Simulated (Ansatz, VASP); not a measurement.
## One calculation of In3Se, two programs

Contents of INCAR:

```
SYSTEM = In3Se
ALGO = Normal
EDIFF = 1E-6
ENCUT = 520
GGA = PE
ISIF = 2
ISMEAR = -1
LASPH = .True.
LCHARG = .False.
LREAL = .False.
LWAVE = .False.
NBANDS = 30
NELM = 100
PREC = Accurate
SIGMA = 0.3
```

Contents of KPOINTS:

```
k-points
0
Gamma
  10 10 10
  0 0 0
```

Contents of POSCAR:

```
In3Se
1.0
    4.8037580000      0.0000000000      0.0000000000
    0.0000000000      4.8037580000      0.0000000000
    0.0000000000      0.0000000000      4.8037580000
In Se
3 1
Direct
    0.0000000000      0.5000000000      0.5000000000
    0.5000000000      0.0000000000      0.5000000000
    0.5000000000      0.5000000000      0.0000000000
    0.0000000000      0.0000000000      0.0000000000
```

Input for Ansatz:

```yaml
crystal:
  lattice:
    - [4.803758, 0.0, 0.0]
    - [0.0, 4.803758, 0.0]
    - [0.0, 0.0, 4.803758]
  atoms:
    - { symbol: In, position: [0.0, 0.5, 0.5] }
    - { symbol: In, position: [0.5, 0.0, 0.5] }
    - { symbol: In, position: [0.5, 0.5, 0.0] }
    - { symbol: Se, position: [0.0, 0.0, 0.0] }
basis:
  ecutwfc: 420
kpoints:
  mp_grid: { grid: [10, 10, 10] }
hamiltonian:
  xc: pbe
scf:
  occupations: { method: fermi_dirac, width: 0.3 }
output:
  forces: true
  stress: true
  eigenvalues: true
```

Alike in both runs: task single point; functional PBE; k mesh 10 × 10 × 10; occupations fermi-dirac, width 0.3 eV; no spin polarisation.

|  | VASP | Ansatz |
| --- | --- | --- |
| version | VASP 6.6.1 | Ansatz 0.2.0 |
| potentials or method | VASP PAW PBE potentials, release 64 (In_d, Se), cutoff 520 eV | scalar-relativistic, plane waves, PAW |
| valence electrons in the cell | 45 | 55 |

|  | VASP | Ansatz | Ansatz less VASP |
| --- | --- | --- | --- |
| gap on the k mesh at the Fermi level (eV) | none | none | - |
| pressure (GPa) | -0.3 | -0.3 | +0.02 |

A gap of «none» marks a metal or a gap that the smearing closes. VASP's potentials hold 45 valence electrons a cell and Ansatz's 55, so a difference there can come from the potentials and not from the codes.
